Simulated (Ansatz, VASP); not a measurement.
**C in VASP and in Ansatz**

INCAR

```
ALGO = Normal ; EDIFF = 1E-6
ENCUT = 520 ; GGA = PE
ISIF = 2 ; ISMEAR = 0
LASPH = T ; LCHARG = F
LREAL = F ; LWAVE = F
NBANDS = 16 ; NELM = 100
PREC = Accurate ; SIGMA = 0.1
```

Contents of KPOINTS:

```
k-points
0
Gamma
  18 18 6
```

The input POSCAR:

```
C
1.0
    2.4699988104      0.0000000000      0.0000000000
   -1.2349994052      2.1390817171      0.0000000000
    0.0000000000      0.0000000000      6.7900000000
C
4
Direct
    0.0350617741      0.0701235483      0.0000000000
    0.0000000000      0.0000000000      0.5000000000
    0.3333333333      0.6666666667      0.0050000000
    0.6666666667      0.3333333333      0.5050000000
```

Input for Ansatz:

```yaml
crystal:
  lattice:
    - [2.4699988104, 0.0, 0.0]
    - [-1.2349994052, 2.1390817171, 0.0]
    - [0.0, 0.0, 6.79]
  atoms:
    - { symbol: C, position: [0.0350617741, 0.0701235483, 0.0] }
    - { symbol: C, position: [0.0, 0.0, 0.5] }
    - { symbol: C, position: [0.3333333333, 0.6666666667, 0.005] }
    - { symbol: C, position: [0.6666666667, 0.3333333333, 0.505] }
basis:
  ecutwfc: 420
kpoints:
  mp_grid: { grid: [18, 18, 6] }
hamiltonian:
  xc: pbe
scf:
  occupations: { method: gaussian, width: 0.1 }
output:
  forces: true
  stress: true
  eigenvalues: true
```

Change from the starting cell: one atom moved.

Alike in both runs: task single point; functional PBE; k mesh 18 × 18 × 6; occupations gaussian, width 0.1 eV; no spin polarisation.

|  | VASP | Ansatz |
| --- | --- | --- |
| version | VASP 6.6.1 | Ansatz 0.2.0 |
| potentials or method | VASP PAW PBE potentials, release 64 (C), cutoff 520 eV | scalar-relativistic, plane waves, PAW |
| valence electrons in the cell | 16 | 16 |

```csv
,VASP,Ansatz,Ansatz less VASP
gap on the k mesh at the Fermi level (eV),none,none,-
pressure (GPa),5.9,5.5,-0.37
"traceless stress, the component that is largest in VASP (GPa)",11.34,10.98,-0.361
rms of the force components (eV/Å),3.878,3.868,-0.0098
```

Atom by atom the forces differ by 0.010 eV/Å (rms over components). A gap of «none» marks a metal or a gap that the smearing closes.
